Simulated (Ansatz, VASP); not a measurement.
Two plane-wave programs on BAs

```xyz
2
Lattice="0.0000 2.4045 2.4045 2.4045 0.0000 2.4045 2.4045 2.4045 0.0000" Properties=species:S:1:pos:R:3 pbc="T T T"
B     0.0000    0.0000    0.0000
As    1.2023    1.2023    1.2023
```

Alike in both runs: functional PBE; k mesh 10 × 10 × 10; occupations gaussian, width 0.02 eV; no spin polarisation.

Ansatz relaxed the structure, and its values are those at the end. VASP's run is a single point on that final structure, the one shown.

```csv
,VASP,Ansatz
version,VASP 6.6.1,Ansatz 0.2.0
potentials or method,"VASP PAW PBE potentials, release 64 (B, As), cutoff 500 eV","scalar-relativistic, plane waves, PAW"
valence electrons in the cell,8,18
```

Ansatz gave:

```
gap on the k mesh at the Fermi level (eV) : 1.20
least direct gap on the mesh (eV)         : 3.26
pressure (GPa)                            : 0.0
```

Task: What did VASP give for the same quantities?

Result: gap on the k mesh at the Fermi level (eV): 1.20; least direct gap on the mesh (eV): 3.25; pressure (GPa): 0.6.

VASP's potentials hold 8 valence electrons a cell and Ansatz's 18, so a difference there can come from the potentials and not from the codes.
